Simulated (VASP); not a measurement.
# BN (P2_1) in VASP: notebook

BN is run at these levels: LDA; tasks: single point.

Everything below comes from runs of VASP 6.6.1. Logs are shortened: lines on timing, memory, paths and dates and some standing lists are left out, and cuts for length are marked.

### Step 1. The cell of the first run

It takes space group P2_1 (No. 4, monoclinic). Conventional cell: a = 2.543 Å, b = 4.227 Å, c = 2.554 Å, α = 90.00°, β = 119.57°, γ = 90.00°. Within 2.1 Å of B (site symmetry 1) lie 4 N at 1.56 to 1.58 Å. Within 2.1 Å of N (site symmetry 1) lie 4 B at 1.56 to 1.58 Å.

### Step 2. Single point, LDA (strain -0.0100 x Voigt [0, 0, 0, 0, 0, 1])

Contents of INCAR:

```
PREC     = Accurate       # precision mode
ENCUT    = 520            # plane-wave cutoff, eV
EDIFF    = 1E-7           # SCF threshold, eV
ISMEAR   = 0              # smearing method
SIGMA    = 0.05           # smearing width, eV
LREAL    = False          # projectors in reciprocal space
LASPH    = True           # aspherical terms in the spheres
NELM     = 60             # most SCF steps
ALGO     = Normal         # electronic algorithm
ISIF     = 2              # what is computed and relaxed
LWAVE    = False          # write WAVECAR
LCHARG   = True           # write CHGCAR
LELF     = True           # ELF
LVHAR    = True         
NBANDS   = 16             # bands
```

Contents of KPOINTS:

```
regular mesh
0
Gamma
  12 12 6
```

Contents of POSCAR:

```
BN
1.0
    2.5539396017     -0.0127696980      0.0000000000
   -1.2880286837      2.2181614238      0.0000000000
    0.0000000000      0.0000000000      4.2268550000
B N
2 2
Direct
    0.6666666667      0.3333333333      0.9997240000
    0.3333333333      0.6666666667      0.4997240000
    0.6666666667      0.3333333333      0.6252760000
    0.3333333333      0.6666666667      0.1252760000
```

Potentials or basis: VASP PAW LDA potentials, release 64 (B, N).

On the command line:

```sh
$ cat potpaw_LDA.64/B/POTCAR potpaw_LDA.64/N/POTCAR > POTCAR
$ mpirun -np 1 vasp_std > vasp.out
```

OUTCAR:

```text
PREC = Accurate
   ENCUT = 520
   EDIFF = 1E-7
   ISMEAR = 0
   LREAL = False
   LASPH = True
   NELM = 60
   ISIF = 2

 ion  position               nearest neighbor table
   1  0.667  0.333  1.000-   4 1.56   4 1.57   4 1.57   3 1.58
   2  0.333  0.667  0.500-   3 1.56   3 1.57   3 1.57   4 1.58
   3  0.667  0.333  0.625-   2 1.56   2 1.57   2 1.57   1 1.58
   4  0.333  0.667  0.125-   1 1.56   1 1.57   1 1.57   2 1.58

  LATTYP: Found a simple monoclinic cell.
 ALAT       =     2.5428887346
 B/A-ratio  =     1.6622256973
 C/A-ratio  =     1.0043583469
 COS(beta)  =    -0.4934813925

  Lattice vectors:

 A1 = (   1.2659109180,   2.2053917258,   0.0000000000)
 A2 = (   0.0000000000,   0.0000000000,  -4.2268550000)
 A3 = (  -2.5539396017,   0.0127696980,   0.0000000000)

Analysis of symmetry for initial positions (statically):
=====================================================================
 Subroutine PRICEL returns:
 Original cell was already a primitive cell.

 Routine SETGRP: Setting up the symmetry group for a
 simple monoclinic supercell.

 Subroutine GETGRP returns: Found  2 space group operations
 (whereof  1 operations were pure point group operations)
 out of a pool of  4 trial point group operations.

The static configuration has the point symmetry C_1 .
 The point group associated with its full space group is C_2 .

Analysis of symmetry for dynamics (positions and initial velocities):
=====================================================================
 Subroutine PRICEL returns:
 Original cell was already a primitive cell.

 Routine SETGRP: Setting up the symmetry group for a
 simple monoclinic supercell.

 Subroutine GETGRP returns: Found  2 space group operations
 (whereof  1 operations were pure point group operations)
 out of a pool of  4 trial point group operations.

The dynamic configuration has the point symmetry C_1 .
 The point group associated with its full space group is C_2 .

 Subroutine INISYM returns: Found  2 space group operations
 (whereof  1 operations are pure point group operations),
 and found     1 'primitive' translations

----------------------------------------------------------------------------------------

                                     Primitive cell

  volume of cell :      23.8758

  direct lattice vectors                    reciprocal lattice vectors
     2.553939602 -0.012769698  0.000000000     0.392692068  0.228026077  0.000000000
    -1.288028684  2.218161424  0.000000000     0.002260683  0.452136537  0.000000000
     0.000000000  0.000000000  4.226855000     0.000000000  0.000000000  0.236582518

  length of vectors
     2.553971526  2.565006431  4.226855000     0.454095752  0.452142188  0.236582518

  position of ions in fractional coordinates (direct lattice)
     0.666666667  0.333333333  0.999724000
     0.333333333  0.666666667  0.499724000
     0.666666667  0.333333333  0.625276000
     0.333333333  0.666666667  0.125276000

  ion indices of the primitive-cell ions
   primitive index   ion index
                 1           1
                 2           2
                 3           3
                 4           4

----------------------------------------------------------------------------------------

 KPOINTS: regular mesh

Automatic generation of k-mesh.
 Grid dimensions read from file:
 generate k-points for:   12   12    6

 Generating k-lattice:

  Cartesian coordinates                     Fractional coordinates (reciprocal lattice)
     0.032724339  0.019002173  0.000000000     0.083333333 -0.000000000  0.000000000
     0.000188390  0.037678045  0.000000000     0.000000000  0.083333333  0.000000000
     0.000000000  0.000000000  0.039430420     0.000000000  0.000000000  0.166666667

  Length of vectors
     0.037841313  0.037678516  0.039430420

  Shift w.r.t. Gamma in fractional coordinates (k-lattice)
     0.000000000  0.000000000  0.000000000

 Subroutine IBZKPT returns following result:
 ===========================================

 Found    296 irreducible k-points:

 Following reciprocal coordinates:
            Coordinates               Weight
  0.000000  0.000000  0.000000      1.000000
  0.083333 -0.000000  0.000000      2.000000
  0.166667 -0.000000  0.000000      2.000000
  0.250000 -0.000000  0.000000      2.000000
  0.333333 -0.000000  0.000000      2.000000
  0.416667 -0.000000  0.000000      2.000000
[... 16 lines left out ...]
  0.250000  0.166667  0.000000      2.000000
  0.333333  0.166667  0.000000      2.000000
 [... further k-points ...]
   k-points           NKPTS =    296   k-points in BZ     NKDIM =    296   number of bands    NBANDS=     16
   number of dos      NEDOS =    301   number of ions     NIONS =      4
   total plane-waves  NPLWV =  12800
   dimension x,y,z NGX =    20 NGY =   20 NGZ =   32
   dimension x,y,z NGXF=    40 NGYF=   40 NGZF=   64
   ions per type =               2   2
   NGX,Y,Z   is equivalent  to a cutoff of  13.02, 12.96, 12.59 a.u.
   NGXF,Y,Z  is equivalent  to a cutoff of  26.04, 25.93, 25.17 a.u.
 SYSTEM =  unknown system
   PREC   = accura    normal or accurate (medium, high low for compatibility)
   ISTART =      0    job   : 0-new  1-cont  2-samecut
   ICHARG =      2    charge: 1-file 2-atom 10-const
   ISPIN  =      1    spin polarized calculation?
   LNONCOLLINEAR =      F non collinear calculations
   LSORBIT =      F    spin-orbit coupling
   LASPH  =      T    aspherical Exc in radial PAW
   ENCUT  =  520.0 eV  38.22 Ry    6.18 a.u.   4.75  4.77  7.86*2*pi/ulx,y,z
   NELM   =     60;   NELMIN=  2; NELMDL= -5     # of ELM steps
   EDIFF  = 0.1E-06   stopping-criterion for ELM
   LREAL  =      F    real-space projection
   EDIFFG = 0.1E-05   stopping-criterion for IOM
   NSW    =      0    number of steps for IOM
   IBRION =     -1    ionic relax: 0-MD 1-quasi-New 2-CG
   NFREE  =      0    steps in history (QN), initial steepest desc. (CG)
   ISIF   =      2    stress and relaxation
   ISYM   =      2    0-nonsym 1-usesym 2-fastsym
   POTIM  = 0.5000    time-step for ionic-motion
   TEBEG  =    0.0;   TEEND  =   0.0 temperature during run
   PSTRESS=    0.0 pullay stress
   NELECT =      16.0000    total number of electrons
   NUPDOWN=      -1.0000    fix difference up-down
   EMIN   =  10.00;   EMAX   =-10.00  energy-range for DOS
   EFERMI =   0.00;   METHOD = LEGACY
   ISMEAR =     0;   SIGMA  =   0.05  broadening in eV -4-tet -1-fermi 0-gaus
   EFERMI_NEDOS =   21; number of points for ismear=-14 and -15
   IALGO  =     38    algorithm
   IMIX   =      4    mixing-type and parameters
     AMIX     =   0.40;   BMIX     =  1.00
     AMIX_MAG =   1.60;   BMIX_MAG =  1.00
  volume/ion in A,a.u.               =       5.97        40.28
  Fermi-wavevector in a.u.,A,eV,Ry     =   1.432612  2.707245 27.924301  2.052378
  Thomas-Fermi vector in A             =   2.552221
   LORBIT       =      0    0 simple, 1 ext, 2 COOP (PROOUT), +10 PAW based schemes
   GGA     = CA    functional components
   LHFCALC =     F    Hartree Fock is set to
   AEXX    =    0.0000 exact exchange contribution
   IVDW    =     0    specifies the selected vdW correction
   LEPSILON=     F    determine dielectric tensor
   LRPA    =     F    only Hartree local field effects (RPA)
 non-spin polarized calculation
 Gauss-broadening in eV      SIGMA  =   0.05
  energy-cutoff  :      520.00
  volume of cell :       23.88
 maximum number of plane-waves:       664
   NGX =  9   NGY =  9   NGZ = 15

 number of electron      16.0000003 magnetization

 Free energy of the ion-electron system (eV)
  ---------------------------------------------------
  ext. energy  EPLUGINS =         0.00000000
  ---------------------------------------------------
  free energy    TOTEN  =       -38.72093906 eV

  energy without entropy =      -38.72093906  energy(sigma->0) =      -38.72093906

 E-fermi :   7.7293     XC(G=0): -13.0460

 val. band max:        7.4459192374   @ k =   0.0000   0.0000   0.0000
 cond. band min:      12.3804993131   @ k =   0.3333   0.3333   0.0000
 fundamental gap:      4.9345800757
 Fermi energy:         7.7293468195

 k-point     1 :       0.0000    0.0000    0.0000
  band No.  band energies     occupation
      1     -12.7119      2.00000
      2      -8.5478      2.00000
      3      -3.4372      2.00000
      4       5.2759      2.00000
      5       5.3428      2.00000
      6       7.1364      2.00000
[... 8 lines left out ...]
     15      19.2064      0.00000
     16      23.2521      0.00000

 k-point     2 :       0.0833   -0.0000    0.0000
  band No.  band energies     occupation
      1     -12.5598      2.00000
      2      -8.4304      2.00000
      3      -3.2870      2.00000
      4       4.6641      2.00000
      5       4.9915      2.00000
      6       6.8777      2.00000
[... 8 lines left out ...]
     15      19.4746      0.00000
     16      23.0388      0.00000

 k-point     3 :       0.1667   -0.0000    0.0000
  band No.  band energies     occupation
      1     -12.1083      2.00000
      2      -8.0934      2.00000
      3      -2.8423      2.00000
      4       3.0322      2.00000
      5       4.3132      2.00000
      6       5.4898      2.00000
[... 8 lines left out ...]
     15      20.6192      0.00000
     16      22.4491      0.00000

 k-point     4 :       0.2500   -0.0000    0.0000
  band No.  band energies     occupation
      1     -11.3736      2.00000
      2      -7.5985      2.00000
      3      -2.1240      2.00000
      4       1.0796      2.00000
      5       3.5578      2.00000
      6       3.7451      2.00000
[... 8 lines left out ...]
     15      22.0751      0.00000
     16      22.6639      0.00000
[... 324 lines left out ...]
 k-point    22 :       0.1667    0.1667    0.0000
  band No.  band energies     occupation
      1     -10.9446      2.00000
      2      -7.3405      2.00000
      3      -1.7023      2.00000
      4       0.8629      2.00000
      5       1.7847      2.00000
      6       3.8180      2.00000
[... 8 lines left out ...]
     15      22.6065      0.00000
     16      23.0222      0.00000

 k-point    23 :       0.2500    0.1667    0.0000
  band No.  band energies     occupation
      1      -9.9885      2.00000
      2      -6.9282      2.00000
      3      -0.7876      2.00000
      4      -0.3942      2.00000
      5       0.6884      2.00000
      6       2.6165      2.00000
[... 8 lines left out ...]
     15      22.4523      0.00000
     16      23.4419      0.00000

 k-point    24 :       0.3333    0.1667    0.0000
  band No.  band energies     occupation
      1      -8.9103      2.00000
      2      -6.8782      2.00000
      3      -1.4311      2.00000
      4       0.0859      2.00000
      5       0.3734      2.00000
      6       1.4752      2.00000
[... 8 lines left out ...]
     15      23.0425      0.00000
     16      23.6220      0.00000

 [... further k-points ...]
[... 5 lines left out ...]
  --------------------------------------------------------------------------------------
  -------------------------------------------------------------------------------------
  Total       -1.8978634     -1.8942029     -1.9673384      0.6021300      0.0000000      0.0000000
  in kB     -127.3553411   -127.1097046   -132.0174304     40.4056881      0.0000000      0.0000000
  external PRESSURE =    -128.8274920 kB  Pullay stress =       0.0000000 kB

 VOLUME and BASIS-vectors are now :
 -----------------------------------------------------------------------------
  energy-cutoff  :      520.00
  volume of cell :       23.88
      direct lattice vectors                 reciprocal lattice vectors
     2.553939602 -0.012769698  0.000000000     0.392692068  0.228026077  0.000000000
    -1.288028684  2.218161424  0.000000000     0.002260683  0.452136537  0.000000000
     0.000000000  0.000000000  4.226855000     0.000000000  0.000000000  0.236582518

 POSITION                                       TOTAL-FORCE (eV/Angst)
 -----------------------------------------------------------------------------------
      1.27328      0.73087      4.22569        -0.017606     -0.001880      0.020014
     -0.00737      1.47452      2.11226         0.017606      0.001880      0.020014
      1.27328      0.73087      2.64295        -0.039059     -0.001937     -0.020014
     -0.00737      1.47452      0.52952         0.039059      0.001937     -0.020014
 -----------------------------------------------------------------------------------
    total drift:                               -0.000000     -0.000000      0.000098

  FREE ENERGIE OF THE ION-ELECTRON SYSTEM (eV)
  ---------------------------------------------------
  free  energy   TOTEN  =       -38.7209390562 eV

  energy  without entropy=      -38.7209390562  energy(sigma->0) =      -38.72093906
```

It took 40 s on 1 thread of Intel Xeon 6975P-C (Granite Rapids), shared host; peak memory 0.19 GiB.

What came out:

| Item | Value |
| --- | --- |
| Free energy | -38.7209 eV |
| Pressure | -12.9 GPa |
| Largest force | 0.044 eV/Å |
| Band gap on the k mesh | 4.93 eV, indirect (least direct gap 8.07 eV) |

Forces in eV/Å, atoms in the order of the input:
```
B   -0.018 -0.002  0.020
B    0.018  0.002  0.020
N   -0.039 -0.002 -0.020
N    0.039  0.002 -0.020
```

Levels at points of the mesh, in eV from the valence-band top:
```tsv
k point	band 4	band 5	band 6	band 7	band 8	band 9	band 10	band 11	band 12	band 13
(0.00, 0.00, 0.00)	-2.17	-2.10	-0.31	-0.06	0.00	8.07	8.24	8.39	9.48	10.61
(0.50, 0.00, 0.00)	-7.76	-6.82	-5.07	-4.44	-2.21	6.39	7.72	10.29	11.16	12.72
(0.00, 0.50, 0.00)	-7.75	-6.87	-4.98	-4.44	-2.13	6.55	7.74	10.38	11.29	12.67
(0.50, 0.50, 0.00)	-7.74	-6.93	-4.89	-4.44	-2.05	6.71	7.76	10.47	11.43	12.63
(0.00, 0.00, 0.50)	-5.69	-1.23	-1.23	-1.17	-1.17	9.28	9.28	9.65	9.65	9.82
(0.50, 0.00, 0.50)	-9.95	-3.86	-3.86	-3.56	-3.56	6.35	6.35	9.82	9.82	13.93
(0.00, 0.50, 0.50)	-9.97	-3.78	-3.78	-3.57	-3.57	6.42	6.42	9.86	9.86	13.98
(0.50, 0.50, 0.50)	-9.99	-3.69	-3.69	-3.60	-3.60	6.48	6.48	9.91	9.91	14.03
```

Caveat: the cell differs from its parent crystal (strain -0.0100 x Voigt [0, 0, 0, 0, 0, 1]).

### Step 3. Single point, LDA (strain +0.0050 x Voigt [0, 0, 0, 0, 0, 1])

Contents of INCAR:

```
PREC = Accurate
ENCUT = 520
EDIFF = 1E-6
ISMEAR = 0
SIGMA = 0.05
LREAL = False
LASPH = True
NELM = 60
ALGO = Normal
ISIF = 2
LWAVE = False
LCHARG = True
LELF = True
LVHAR = True
NBANDS = 16
```

Contents of KPOINTS:

```
Automatic mesh
0
Gamma
  12 12 6
```

Changes to POSCAR since step 2:

```diff
@@ -2,4 +2,4 @@
 1.0
-    2.5539396017     -0.0127696980      0.0000000000
-   -1.2880286837      2.2181614238      0.0000000000
+    2.5539396017      0.0063848490      0.0000000000
+   -1.2714403594      2.2085841503      0.0000000000
     0.0000000000      0.0000000000      4.2268550000
```

Potentials or basis: VASP PAW LDA potentials, release 64 (B, N).

On the command line:

```sh
$ cat potpaw_LDA.64/B/POTCAR potpaw_LDA.64/N/POTCAR > POTCAR
$ mpirun -np 1 vasp_std > vasp.out
```

OUTCAR:

```text
PREC = Accurate
   ENCUT = 520
   EDIFF = 1E-6
   ISMEAR = 0
   LREAL = False
   LASPH = True
   NELM = 60
   ISIF = 2

 ion  position               nearest neighbor table
   1  0.667  0.333  1.000-   4 1.56   4 1.57   4 1.57   3 1.58
   2  0.333  0.667  0.500-   3 1.56   3 1.57   3 1.57   4 1.58
   3  0.667  0.333  0.625-   2 1.56   2 1.57   2 1.57   1 1.58
   4  0.333  0.667  0.125-   1 1.56   1 1.57   1 1.57   2 1.58

  Warning from LATTYP: Monoclinic adjustment (A1->A3, A2->A1, A3->A2)!
[... 653 lines left out ...]
     16      23.6211      0.00000

 [... further k-points ...]
[... 5 lines left out ...]
  --------------------------------------------------------------------------------------
  -------------------------------------------------------------------------------------
  Total       -1.9027467     -1.9017319     -1.9681388     -0.3011915      0.0000000      0.0000000
  in kB     -127.6806397   -127.6125418   -132.0686691    -20.2109496      0.0000000      0.0000000
  external PRESSURE =    -129.1206169 kB  Pullay stress =       0.0000000 kB

 VOLUME and BASIS-vectors are now :
 -----------------------------------------------------------------------------
  energy-cutoff  :      520.00
  volume of cell :       23.88
      direct lattice vectors                 reciprocal lattice vectors
     2.553939602  0.006384849  0.000000000     0.390989225  0.225085144  0.000000000
    -1.271440359  2.208584150  0.000000000    -0.001130320  0.452128059  0.000000000
     0.000000000  0.000000000  4.226855000     0.000000000  0.000000000  0.236582518

 POSITION                                       TOTAL-FORCE (eV/Angst)
 -----------------------------------------------------------------------------------
      1.27881      0.74045      4.22569         0.008826     -0.000470      0.020668
      0.00369      1.47452      2.11226        -0.008826      0.000470      0.020668
      1.27881      0.74045      2.64295         0.019569     -0.000483     -0.020668
      0.00369      1.47452      0.52952        -0.019569      0.000483     -0.020668
 -----------------------------------------------------------------------------------
    total drift:                               -0.000000     -0.000000      0.000443

  FREE ENERGIE OF THE ION-ELECTRON SYSTEM (eV)
  ---------------------------------------------------
  free  energy   TOTEN  =       -38.7231633466 eV

  energy  without entropy=      -38.7231633466  energy(sigma->0) =      -38.72316335
```

OSZICAR:

```text
N       E                     dE             d eps       ncg     rms          rms(c)
DAV:   1     0.317880792058E+02    0.31788E+02   -0.83496E+03  9512   0.970E+02
DAV:   2    -0.389159646648E+02   -0.70704E+02   -0.66322E+02 13528   0.213E+02
DAV:   3    -0.409553880416E+02   -0.20394E+01   -0.20340E+01 11008   0.325E+01
DAV:   4    -0.409596981328E+02   -0.43101E-02   -0.43098E-02 11336   0.182E+00
DAV:   5    -0.409597096118E+02   -0.11479E-04   -0.11479E-04 10760   0.847E-02    0.913E+00
DAV:   6    -0.389872192252E+02    0.19725E+01   -0.24951E+00 11544   0.139E+01    0.416E+00
DAV:   7    -0.387870449723E+02    0.20017E+00   -0.25526E-01 12088   0.394E+00    0.255E+00
DAV:   8    -0.387248018396E+02    0.62243E-01   -0.81056E-02 11792   0.203E+00    0.260E-01
DAV:   9    -0.387232065884E+02    0.15953E-02   -0.26047E-03 10656   0.499E-01    0.138E-01
DAV:  10    -0.387231643296E+02    0.42259E-04   -0.16955E-04 12224   0.109E-01    0.169E-02
DAV:  11    -0.387231635717E+02    0.75790E-06   -0.13517E-05 11168   0.320E-02    0.115E-02
DAV:  12    -0.387231633466E+02    0.22519E-06   -0.14245E-06  5744   0.106E-02
   1 F= -.38723163E+02 E0= -.38723163E+02  d E =-.130530E-19
```

It took 41 s on 1 thread of Intel Xeon 6975P-C (Granite Rapids), shared host; peak memory 0.19 GiB.

What came out:

| Property | Result |
| --- | --- |
| Free energy | -38.7232 eV |
| Pressure | -12.9 GPa |
| Largest force | 0.028 eV/Å |
| Band gap on the k mesh | 4.95 eV, indirect (least direct gap 8.09 eV) |

Forces in eV/Å, atoms in the order of the input:
```
B    0.009  0.000  0.021
B   -0.009  0.000  0.021
N    0.020  0.000 -0.021
N   -0.020  0.000 -0.021
```

Caveat: the cell differs from its parent crystal (strain +0.0050 x Voigt [0, 0, 0, 0, 0, 1]). A k mesh can miss the band edges.

[end of part 1 of 2]
